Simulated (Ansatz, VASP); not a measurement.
## Two plane-wave programs on MnH4

```
Mn H
1.0
    -2.19074    2.19074    2.19074
     2.19074   -2.19074    2.19074
     2.19074    2.19074   -2.19074
Mn H
1 4
Direct
  0.00000 0.00000 0.00000
  0.00000 0.00000 0.50000
  0.50000 0.00000 0.00000
  0.50000 0.50000 0.50000
  0.00000 0.50000 0.00000
```

Change from the starting cell: species swapped into the NiHg4 type (Im-3m, No. 229).

Alike in both runs: task relaxation of cell and atoms; functional PBE; k mesh 6 × 6 × 6; occupations gaussian, width 0.1 eV; collinear spin.

```csv
,VASP,Ansatz
version,VASP 6.6.1,Ansatz 0.2.0
potentials or method,"VASP PAW PBE potentials, release 64 (Mn_pv, H), cutoff 600 eV","scalar-relativistic, plane waves, PAW"
valence electrons in the cell,17,19
```

VASP gave:

```
gap on the k mesh at the Fermi level, each at its own relaxed structure (eV)  : none
net moment per atom (μB)                                                      : 0.58
size of the moment on the site where the two differ most (μB)                 : 3.01
relaxed volume (Å³/atom)                                                      : 6.46
relaxed length of the cell vector where the two differ most in proportion (Å) : 3.474
```

What did Ansatz give for the same quantities?

gap on the k mesh at the Fermi level, each at its own relaxed structure (eV): none; net moment per atom (μB): 0.58; size of the moment on the site where the two differ most (μB): 2.41; relaxed volume (Å³/atom): 6.44; relaxed length of the cell vector where the two differ most in proportion (Å): 3.471.

Site moments also hang on the region over which each program counts them. A gap of «none» marks a metal or a gap that the smearing closes. VASP's potentials hold 17 valence electrons a cell and Ansatz's 19, so a difference there can come from the potentials and not from the codes.

Noted on VASP's run: the volume moved by over 15 % at a fixed basis, so the end points are rough.
